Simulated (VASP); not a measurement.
A run of VASP 6.6.1 is set up as follows.

INCAR

```
  ALGO = Normal
  EDIFF = 1E-6
  ENCUT = 500
  GGA = PE
  GGA_COMPAT = False
  ISIF = 2
  ISMEAR = 1
  LASPH = True
  LCHARG = False
  LREAL = False
  LWAVE = False
  NBANDS = 10
  NELM = 120
  PREC = Accurate
  SIGMA = 0.1
```

File KPOINTS:

```
k-points
0
Gamma
  13 13 13
```

The input POSCAR:

```
Na
1.0
   -1.7741427881      1.7741427881      1.7741427881
    1.7741427881     -1.7741427881      1.7741427881
    1.7741427881      1.7741427881     -1.7741427881
Na
1
Direct
    0.0000000000      0.0000000000      0.0000000000
```

Potentials or basis: VASP PAW PBE potentials, release 64 (Na_pv).

Command:

```sh
$ cat potpaw_PBE.64/Na_pv/POTCAR > POTCAR
$ mpirun -np 1 vasp_std > vasp.out
```

Question: What does it give for the pressure?

Answer: 9.9 GPa.

Question: Estimate the band gap on the k mesh.

Answer: Zero (an odd number of electrons rules out a gap without spin polarisation).

Caveat: the cell stands under pressure.
